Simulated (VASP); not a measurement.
A run of VASP 6.6.1 is set up as follows.

The input INCAR:

```
SYSTEM = ZnO
PREC = Accurate
ENCUT = 520
EDIFF = 1E-8
ISMEAR = -1
SIGMA = 0.02
LREAL = .FALSE.
LASPH = .TRUE.
NELM = 120
ALGO = Normal
ISIF = 2
LWAVE = .FALSE.
LCHARG = .FALSE.
GGA = PS
LEFG = .TRUE.
NBANDS = 26
GGA_COMPAT = .FALSE.
```

Contents of KPOINTS:

```
Automatic mesh
0
G
  8 8 5
  0 0 0
```

Contents of POSCAR:

```
ZnO
1.0
    3.2493080000      0.0000000000      0.0000000000
   -1.6246540000      2.8139832727      0.0000000000
    0.0000000000      0.0000000000      5.2057090000
Zn O
2 2
Direct
    0.3333333333      0.6666666667      0.4990872424
    0.6666666667      0.3333333333     -0.0009127576
    0.6666666667      0.3333333333      0.3799227576
    0.3333333333      0.6666666667      0.8799227576
```

Potentials or basis: VASP PAW PBE potentials, release 64 (Zn, O).

Command:

```bash
$ cat potpaw_PBE.64/Zn/POTCAR potpaw_PBE.64/O/POTCAR > POTCAR
$ mpirun -np 1 vasp_std > vasp.out
```

Q: Estimate the pressure.

A: -0.5 GPa.

Q: What does it give for the largest force?

A: 0.003 eV/Å.

Q: What does it give for the band gap on the k mesh?

A: 0.68 eV.

Forces on the atoms (eV/Å):
```
Zn   0.000  0.000 -0.003
Zn   0.000  0.000 -0.003
O    0.000  0.000  0.003
O    0.000  0.000  0.003
```

Caveat: without QUAD_EFG the Cq values of the log hold for a quadrupole moment of 1 mb, not for the nuclei; the PAW data sets were made with another functional, which shifts forces and pressure a little.
